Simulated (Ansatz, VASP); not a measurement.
**AlNi in VASP and in Ansatz**

INCAR

```
SYSTEM = AlNi
PREC = Accurate
ENCUT = 600
EDIFF = 1E-6
ISMEAR = -1
SIGMA = 0.05
LREAL = .FALSE.
LASPH = .TRUE.
NELM = 150
ALGO = Normal
ISIF = 3
LWAVE = .FALSE.
LCHARG = .FALSE.
ISPIN = 2
MAGMOM = 1 0
LORBIT = 11
LMAXMIX = 4
GGA = B5
ALDAX = 1.0
AGGAX = 1.0
AGGAC = 1.0
ALDAC = 0.0
IVDW = 13
VDW_S6 = 1.0
VDW_S8 = 2.34076671
VDW_A1 = 0.44488865
VDW_A2 = 4.0933009
IBRION = 2
NSW = 60
EDIFFG = -0.01
```

The input KPOINTS:

```
Automatic mesh
0
G
  9 9 9
  0 0 0
```

POSCAR

```
AlNi
1.0
    2.8810000000      0.0000000000      0.0000000000
    0.0000000000      2.8810000000      0.0000000000
    0.0000000000      0.0000000000      2.8810000000
Ni Al
1 1
Direct
    0.5000000000      0.5000000000      0.5000000000
    0.0000000000      0.0000000000      0.0000000000
```

The input input.yaml:

```yaml
crystal:
  lattice:
    - [2.881, 0.0, 0.0]
    - [0.0, 2.881, 0.0]
    - [0.0, 0.0, 2.881]
  atoms:
    - { symbol: Ni, position: [0.5, 0.5, 0.5], spin: 1.0 }
    - { symbol: Al, position: [0.0, 0.0, 0.0] }
hamiltonian:
  xc: blyp
  pseudopotentials: { kind: paw }
  dispersion: d4
magnetization:
  spin_polarized: true
kpoints:
  mp_grid: { grid: [9, 9, 9] }
scf:
  occupations: { method: fermi_dirac, width: 0.05 }
output:
  forces: true
  stress: true
relax:
  f_tol: 0.01
  max_steps: 40
  cell: { stress_tol: 0.05 }
```

Alike in both runs: task relaxation of cell and atoms; functional BLYP; dispersion D4; k mesh 9 × 9 × 9; occupations fermi-dirac, width 0.05 eV; collinear spin.

|  | VASP | Ansatz |
| --- | --- | --- |
| version | VASP 6.6.1 | Ansatz 0.2.0 |
| potentials or method | VASP PAW PBE potentials, release 64 (Ni, Al) | Ansatz PAW |
| plane-wave cutoff (eV) | 600 | 420 |
| valence electrons in the cell | 13 | 21 |

Ansatz gave:

```
net moment per atom (μB)                                     : 0.00
relaxed volume (Å³/atom)                                     : 11.61
relaxed cell length with the largest relative difference (Å) : 2.853
```

Question: What did VASP give for the same quantities?

Answer: net moment per atom (μB): 0.00; relaxed volume (Å³/atom): 11.63; relaxed cell length with the largest relative difference (Å): 2.855.

VASP's potentials were made for PBE, not for BLYP. VASP's potentials hold 13 valence electrons a cell and Ansatz's 21, so a difference there can come from the potentials and not from the codes.

Noted on Ansatz's run: the plane-wave basis is chosen anew once the cell has moved, so the energies of steps on either side of that aren't comparable.
